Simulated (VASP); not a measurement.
# Os in VASP: a series of runs

Os is run at these levels: PBE; tasks: single point, relaxation of cell and atoms.

All numbers are computed with VASP 6.6.1; they aren't measurements. Logs are shortened: lines on timing, memory, paths and dates and some standing lists are left out, and cuts for length are marked.

## Step 1: The cell of the first run

The typed cell holds 2 atoms: a = 2.738 Å, b = 2.738 Å, c = 3.825 Å, α = 90.00°, β = 90.00°, γ = 90.00°.

The cell was generated, and may not be a known phase.

## Step 2: Single point, PBE

The input, INCAR:

```
SYSTEM = Os
PREC = Accurate
ENCUT = 520
EDIFF = 1E-6
ISMEAR = 0
SIGMA = 0.1
LREAL = .False.
LASPH = .True.
NELM = 100
ALGO = Normal
ISIF = 2
LWAVE = .False.
LCHARG = .False.
GGA = PE
NBANDS = 15
```

The input, KPOINTS:

```
regular mesh
0
Gamma
  6 6 6
  0 0 0
```

The input, POSCAR:

```
Os
1.0
    2.7380918096      0.0000000000      0.0000000000
    0.0000000000      2.7380918096      0.0000000000
    0.0000000000      0.0000000000      3.8253304589
Os
2
Direct
    0.0000000000      0.5000000000      0.2500142633
    0.5000000000      0.0000000000      0.7499857367
```

Potentials or basis: VASP PAW PBE potentials, release 64 (Os).

The run is started by

```bash
cat potpaw_PBE.64/Os/POTCAR > POTCAR
mpirun -np 1 vasp_std > vasp.out
```

OUTCAR:

```text
SYSTEM = Os
   PREC = Accurate
   ENCUT = 520
   EDIFF = 1E-6
   ISMEAR = 0
   LREAL = .False.
   LASPH = .True.
   NELM = 100
   ISIF = 2
   GGA = PE

 ion  position               nearest neighbor table
   1  0.000  0.500  0.250-   2 2.72   2 2.72   2 2.72   2 2.72   2 2.72   2 2.72   2 2.72   2 2.72

   2  0.500  0.000  0.750-   1 2.72   1 2.72   1 2.72   1 2.72   1 2.72   1 2.72   1 2.72   1 2.72

  LATTYP: Found a simple tetragonal cell.
 ALAT       =     2.7380918096
 C/A-ratio  =     1.3970789604

  Lattice vectors:

 A1 = (   2.7380918096,   0.0000000000,   0.0000000000)
 A2 = (   0.0000000000,   2.7380918096,   0.0000000000)
 A3 = (   0.0000000000,   0.0000000000,   3.8253304589)

Analysis of symmetry for initial positions (statically):
=====================================================================
 Subroutine PRICEL returns:
 Original cell was already a primitive cell.

 Routine SETGRP: Setting up the symmetry group for a
 simple tetragonal supercell.

 Subroutine GETGRP returns: Found 16 space group operations
 (whereof  8 operations were pure point group operations)
 out of a pool of 16 trial point group operations.

The static configuration has the point symmetry D_2d.
 The point group associated with its full space group is D_4h.

Analysis of symmetry for dynamics (positions and initial velocities):
=====================================================================
 Subroutine PRICEL returns:
 Original cell was already a primitive cell.

 Routine SETGRP: Setting up the symmetry group for a
 simple tetragonal supercell.

 Subroutine GETGRP returns: Found 16 space group operations
 (whereof  8 operations were pure point group operations)
 out of a pool of 16 trial point group operations.

The dynamic configuration has the point symmetry D_2d.
 The point group associated with its full space group is D_4h.

 Subroutine INISYM returns: Found 16 space group operations
 (whereof  8 operations are pure point group operations),
 and found     1 'primitive' translations

----------------------------------------------------------------------------------------

                                     Primitive cell

  volume of cell :      28.6791

  direct lattice vectors                    reciprocal lattice vectors
     2.738091810  0.000000000  0.000000000     0.365217849  0.000000000  0.000000000
     0.000000000  2.738091810  0.000000000     0.000000000  0.365217849  0.000000000
     0.000000000  0.000000000  3.825330459     0.000000000  0.000000000  0.261415324

  length of vectors
     2.738091810  2.738091810  3.825330459     0.365217849  0.365217849  0.261415324

  position of ions in fractional coordinates (direct lattice)
     0.000000000  0.500000000  0.250014263
     0.500000000  0.000000000  0.749985737

  ion indices of the primitive-cell ions
   primitive index   ion index
                 1           1
                 2           2

----------------------------------------------------------------------------------------

 KPOINTS: regular mesh

Automatic generation of k-mesh.
 Grid dimensions read from file:
 generate k-points for:    6    6    6

 Generating k-lattice:

  Cartesian coordinates                     Fractional coordinates (reciprocal lattice)
     0.060869641  0.000000000  0.000000000     0.166666667  0.000000000  0.000000000
     0.000000000  0.060869641  0.000000000     0.000000000  0.166666667  0.000000000
     0.000000000  0.000000000  0.043569221     0.000000000  0.000000000  0.166666667

  Length of vectors
     0.060869641  0.060869641  0.043569221

  Shift w.r.t. Gamma in fractional coordinates (k-lattice)
     0.000000000  0.000000000  0.000000000

 Subroutine IBZKPT returns following result:
 ===========================================

 Found     40 irreducible k-points:

 Following reciprocal coordinates:
            Coordinates               Weight
  0.000000  0.000000  0.000000      1.000000
  0.166667  0.000000  0.000000      4.000000
  0.333333  0.000000  0.000000      4.000000
  0.500000  0.000000  0.000000      2.000000
  0.166667  0.166667  0.000000      4.000000
  0.333333  0.166667  0.000000      8.000000
[... 16 lines left out ...]
  0.333333  0.000000  0.333333      8.000000
  0.500000  0.000000  0.333333      4.000000
 [... further k-points ...]
   k-points           NKPTS =     40   k-points in BZ     NKDIM =     40   number of bands    NBANDS=     15
   number of dos      NEDOS =    301   number of ions     NIONS =      2
   total plane-waves  NPLWV =  11200
   dimension x,y,z NGX =    20 NGY =   20 NGZ =   28
   dimension x,y,z NGXF=    40 NGYF=   40 NGZF=   56
   ions per type =               2
   NGX,Y,Z   is equivalent  to a cutoff of  12.14, 12.14, 12.17 a.u.
   NGXF,Y,Z  is equivalent  to a cutoff of  24.29, 24.29, 24.34 a.u.
 SYSTEM =  Os
   PREC   = accura    normal or accurate (medium, high low for compatibility)
   ISTART =      0    job   : 0-new  1-cont  2-samecut
   ICHARG =      2    charge: 1-file 2-atom 10-const
   ISPIN  =      1    spin polarized calculation?
   LNONCOLLINEAR =      F non collinear calculations
   LSORBIT =      F    spin-orbit coupling
   LASPH  =      T    aspherical Exc in radial PAW
   ENCUT  =  520.0 eV  38.22 Ry    6.18 a.u.   5.09  5.09  7.11*2*pi/ulx,y,z
   NELM   =    100;   NELMIN=  2; NELMDL= -5     # of ELM steps
   EDIFF  = 0.1E-05   stopping-criterion for ELM
   LREAL  =      F    real-space projection
   EDIFFG = 0.1E-04   stopping-criterion for IOM
   NSW    =      0    number of steps for IOM
   IBRION =     -1    ionic relax: 0-MD 1-quasi-New 2-CG
   NFREE  =      0    steps in history (QN), initial steepest desc. (CG)
   ISIF   =      2    stress and relaxation
   ISYM   =      2    0-nonsym 1-usesym 2-fastsym
   POTIM  = 0.5000    time-step for ionic-motion
   TEBEG  =    0.0;   TEEND  =   0.0 temperature during run
   PSTRESS=    0.0 pullay stress
   NELECT =      16.0000    total number of electrons
   NUPDOWN=      -1.0000    fix difference up-down
   EMIN   =  10.00;   EMAX   =-10.00  energy-range for DOS
   EFERMI =   0.00;   METHOD = LEGACY
   ISMEAR =     0;   SIGMA  =   0.10  broadening in eV -4-tet -1-fermi 0-gaus
   EFERMI_NEDOS =   21; number of points for ismear=-14 and -15
   IALGO  =     38    algorithm
   IMIX   =      4    mixing-type and parameters
     AMIX     =   0.40;   BMIX     =  1.00
     AMIX_MAG =   1.60;   BMIX_MAG =  1.00
  volume/ion in A,a.u.               =      14.34        96.77
  Fermi-wavevector in a.u.,A,eV,Ry     =   1.347700  2.546783 24.712191  1.816295
  Thomas-Fermi vector in A             =   2.475429
   LORBIT       =      0    0 simple, 1 ext, 2 COOP (PROOUT), +10 PAW based schemes
   GGA     = PE    functional components
   LHFCALC =     F    Hartree Fock is set to
   AEXX    =    0.0000 exact exchange contribution
   IVDW    =     0    specifies the selected vdW correction
   LEPSILON=     F    determine dielectric tensor
   LRPA    =     F    only Hartree local field effects (RPA)
 non-spin polarized calculation
 Gauss-broadening in eV      SIGMA  =   0.10
  energy-cutoff  :      520.00
  volume of cell :       28.68
 maximum number of plane-waves:       786
   NGX = 11   NGY = 11   NGZ = 15

 number of electron      16.0000000 magnetization

 Free energy of the ion-electron system (eV)
  ---------------------------------------------------
  ext. energy  EPLUGINS =         0.00000000
  ---------------------------------------------------
  free energy    TOTEN  =       -22.21308050 eV

  energy without entropy =      -22.20731638  energy(sigma->0) =      -22.21019844

 E-fermi :   9.0397     XC(G=0): -13.9141

 val. band max:        9.0371978902   @ k =   0.0000   0.0000   0.1667
 cond. band min:       9.0677782698   @ k =   0.5000   0.5000   0.1667
 fundamental gap:      0.0305803795
 Fermi energy:         9.0396789013

 k-point     1 :       0.0000    0.0000    0.0000
  band No.  band energies     occupation
      1      -1.6245      2.00000
      2       1.6408      2.00000
      3       2.2978      2.00000
      4       6.0317      2.00000
      5       6.0317      2.00000
      6       6.1763      2.00000
      7       8.8997      1.95218
      8       9.1409      0.15245
      9      11.2850      0.00000
     10      11.4619      0.00000
     11      12.0203      0.00000
     12      12.0203      0.00000
     13      20.9635      0.00000
     14      20.9635      0.00000
     15      21.1117      0.00000

 k-point     2 :       0.1667    0.0000    0.0000
  band No.  band energies     occupation
      1      -0.8137      2.00000
      2       2.1888      2.00000
      3       2.9408      2.00000
      4       5.5662      2.00000
      5       6.3747      2.00000
      6       6.5504      2.00000
      7       8.4025      2.00000
      8       8.4247      2.00000
      9       9.1979      0.02528
     10      10.1658      0.00000
     11      11.5537      0.00000
     12      15.8012      0.00000
     13      17.6618      0.00000
     14      22.2717      0.00000
     15      23.0392      0.00000

 k-point     3 :       0.3333    0.0000    0.0000
  band No.  band energies     occupation
      1       1.2081      2.00000
      2       3.2255      2.00000
      3       4.3496      2.00000
      4       4.8718      2.00000
      5       6.0717      2.00000
      6       6.4032      2.00000
      7       7.3488      2.00000
      8       7.6650      2.00000
      9       8.4661      2.00000
     10      10.3297      0.00000
     11      10.5506      0.00000
     12      14.8867      0.00000
     13      20.2686      0.00000
     14      21.3327      0.00000
     15      24.2475      0.00000
[... 343 lines left out ...]
 k-point    23 :       0.3333    0.0000    0.3333
  band No.  band energies     occupation
      1       1.3372      2.00000
      2       2.4109      2.00000
      3       5.0475      2.00000
      4       6.1979      2.00000
      5       6.2370      2.00000
      6       6.3818      2.00000
      7       6.5164      2.00000
      8       6.8617      2.00000
      9      10.0621      0.00000
     10      10.0762      0.00000
     11      11.4735      0.00000
     12      13.3600      0.00000
     13      17.7265      0.00000
     14      21.0514      0.00000
     15      24.8804      0.00000

 k-point    24 :       0.5000    0.0000    0.3333
  band No.  band energies     occupation
      1       1.7735      2.00000
      2       1.7735      2.00000
      3       5.7940      2.00000
      4       5.7940      2.00000
      5       6.0997      2.00000
      6       6.0997      2.00000
      7       7.6752      2.00000
      8       7.6752      2.00000
      9      10.8900      0.00000
     10      10.8900      0.00000
     11      12.1581      0.00000
     12      12.1581      0.00000
     13      18.1932      0.00000
     14      18.1932      0.00000
     15      23.5657      0.00000

 [... further k-points ...]

------------------------ aborting loop because EDIFF is reached ----------------------------------------

  FORCE on cell =-STRESS in cart. coord.  units (eV):
  Direction    XX          YY          ZZ          XY          YZ          ZX
  --------------------------------------------------------------------------------------
  -------------------------------------------------------------------------------------
  Total       -0.0222593     -0.0222593     -0.0100664      0.0000000      0.0000000     -0.0000000
  in kB       -1.2435305     -1.2435305     -0.5623697      0.0000000      0.0000000     -0.0000000
  external PRESSURE =      -1.0164769 kB  Pullay stress =       0.0000000 kB

 VOLUME and BASIS-vectors are now :
 -----------------------------------------------------------------------------
  energy-cutoff  :      520.00
  volume of cell :       28.68
      direct lattice vectors                 reciprocal lattice vectors
     2.738091810  0.000000000  0.000000000     0.365217849  0.000000000  0.000000000
     0.000000000  2.738091810  0.000000000     0.000000000  0.365217849  0.000000000
     0.000000000  0.000000000  3.825330459     0.000000000  0.000000000  0.261415324

 POSITION                                       TOTAL-FORCE (eV/Angst)
 -----------------------------------------------------------------------------------
      0.00000      1.36905      0.95639        -0.000000     -0.000000     -0.000584
      1.36905      0.00000      2.86894         0.000000      0.000000      0.000584
 -----------------------------------------------------------------------------------
    total drift:                               -0.000000     -0.000000     -0.000000

  FREE ENERGIE OF THE ION-ELECTRON SYSTEM (eV)
  ---------------------------------------------------
  free  energy   TOTEN  =       -22.2130805023 eV

  energy  without entropy=      -22.2073163788  energy(sigma->0) =      -22.21019844
```

It took 12 s on 1 thread of Oxide Virtual Turin-like, shared host; peak memory 0.1 GiB.

Results:

```
Free energy            : -22.2131 eV
Pressure               : -0.1 GPa
Band gap on the k mesh : zero (bands 8 and 9 overlap by 3.12 eV)
```

Caveat: the k points lie up to 0.38 Å⁻¹ apart, too coarse for converged energies and pressures of a metal; spin-orbit coupling is left out, which moves the levels of the heavy elements.

(Part 1 of 2 ends here.)

The gap in the log of VASP goes by the Fermi energy; the results here count the filled bands.